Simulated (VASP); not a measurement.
Write the native input for VASP 6.6.1 that does the following.

- Task: single point
- Functional: PBEsol
- Potentials or basis: VASP PAW PBE potentials, release 64 (Au)
- Cutoff: 500 eV
- k mesh: 9 × 9 × 5
- Occupations: fermi-dirac, width 0.1 eV
- Spin: no spin polarisation
- Dipole correction: no
- Further INCAR settings: ALGO = Normal; EDIFF = 1e-06; NBANDS = 18

The structure of Au lies in POSCAR:

```
Au
1.0
    2.8802520783      0.0000000000      0.0000000000
   -1.4401260391      2.4943714691      0.0000000000
    0.0000000000      0.0000000000      4.8091709696
Au
2
Direct
    0.3333333333      0.6666666667      0.2500000000
    0.6666666667      0.3333333333      0.7500000000
```

This isn't the form of Au at room conditions, which is fcc.

The input as run:

INCAR

```
PREC = Accurate
ENCUT = 500
EDIFF = 1E-6
ISMEAR = -1
SIGMA = 0.1
LREAL = F
LASPH = T
NELM = 120
ALGO = Normal
ISIF = 2
LWAVE = F
LCHARG = F
GGA = PS
NBANDS = 18
GGA_COMPAT = F
```

KPOINTS

```
regular mesh
0
Gamma
  9 9 5
```

Potentials or basis: VASP PAW PBE potentials, release 64 (Au).

Command:

```bash
$ cat potpaw_PBE.64/Au/POTCAR > POTCAR
$ mpirun -np 1 vasp_std > vasp.out
```

It gave:

| Property | Result |
| --- | --- |
| Pressure | -2.8 GPa |
| Band gap on the k mesh | zero (bands 11 and 12 overlap by 6.01 eV) |

Caveat: the PAW data sets were made with another functional, which shifts forces and pressure a little; spin-orbit coupling is left out, which moves the levels of the heavy elements.

It took 13 s on 1 thread of Intel(R) Xeon(R) Platinum 8259CL CPU @ 2.50GHz (Skylake/Cascade Lake), on a shared host, peak memory 0.16 GiB.
